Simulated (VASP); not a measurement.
KSc: single point with r2SCAN

KSc:

```
K Sc
1.0
     6.78315    0.00000    0.00000
     0.00000    6.78315    0.00000
     0.00000    0.00000    6.78315
K Sc
4 4
Direct
  0.16256 0.16256 0.16256
  0.33744 0.83744 0.66256
  0.66256 0.33744 0.83744
  0.83744 0.66256 0.33744
  0.85352 0.85352 0.85352
  0.64648 0.14648 0.35352
  0.35352 0.64648 0.14648
  0.14648 0.35352 0.64648
```

```yaml
Program: VASP 6.6.1
Task: single point
Functional: r2SCAN
Potentials_or_basis: VASP PAW PBE potentials, release 64 (K_sv, Sc_sv)
Cutoff: 520 eV
k_mesh: 4 × 4 × 4
Occupations: gaussian, width 0.1 eV
Spin: no spin polarisation
Dipole_correction: no
Further_INCAR_settings: ALGO = Normal; EDIFF = 1e-06; NBANDS = 50
```

```yaml
Pressure: 0.1 GPa
Largest_force: 0.023 eV/Å
Band_gap_on_the_k_mesh: zero (bands 40 and 41 overlap by 0.08 eV)
```

Forces on the atoms (eV/Å):
```
K   -0.013 -0.013 -0.013
K    0.013  0.013 -0.013
K   -0.013  0.013  0.013
K    0.013 -0.013  0.013
Sc  -0.009 -0.009 -0.009
Sc   0.009  0.009 -0.009
Sc  -0.009  0.009  0.009
Sc   0.009 -0.009  0.009
```

Levels at points of the mesh, in eV from the Fermi level:
```csv
k point,band 38,band 39,band 40,band 41,band 42,band 43
"(0.00, 0.00, 0.00)",-0.16,-0.16,-0.07,-0.07,-0.07,0.44
"(0.50, 0.00, 0.00)",-0.25,-0.10,-0.10,0.08,0.08,0.36
"(0.50, 0.50, 0.00)",-0.27,-0.15,-0.15,0.11,0.11,0.42
"(0.50, 0.50, 0.50)",-0.68,-0.68,-0.68,0.19,0.19,0.19
```

Run time: 8.1 min on 1 thread of Intel(R) Xeon(R) Platinum 8488C (Sapphire Rapids), on a shared host, peak memory 0.44 GiB.

Caveat: the PAW data sets were made with another functional, which shifts forces and pressure a little.
